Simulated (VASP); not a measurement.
Cd, 1 atom in the cell. The structure is hexagonal, space group P6/mmm (No. 191). The conventional cell has a = 2.325 Å, b = 2.325 Å, c = 2.265 Å, α = 90.00°, β = 90.00°, γ = 120.00°. Cd (site symmetry 6/mmm) has 8 Cd at 2.26 to 2.33 Å within 3.0 Å. 

- Program: VASP 6.6.1
- Task: single point
- Functional: PBEsol
- Potentials or basis: VASP PAW PBE potentials, release 64 (Cd)
- Cutoff: 520 eV
- k mesh: 19 × 19 × 17
- Occupations: fermi-dirac, width 0.1 eV
- Spin: no spin polarisation
- Dipole correction: no
- Further INCAR settings: ALGO = Normal; EDIFF = 1e-06; NBANDS = 12

Potentials or basis: VASP PAW PBE potentials, release 64 (Cd).

Run with:

```bash
$ cat potpaw_PBE.64/Cd/POTCAR > POTCAR
$ mpirun -np 1 vasp_std > vasp.out
```

Hardware: 1 thread of Intel(R) Xeon(R) Platinum 8488C (Sapphire Rapids) (shared host).

Estimate the wall time of this run.

Wall time 19 s on 1 thread of Intel(R) Xeon(R) Platinum 8488C (Sapphire Rapids) (shared host), peak memory 0.15 GiB. Counts: scf iterations 11, k points 360.
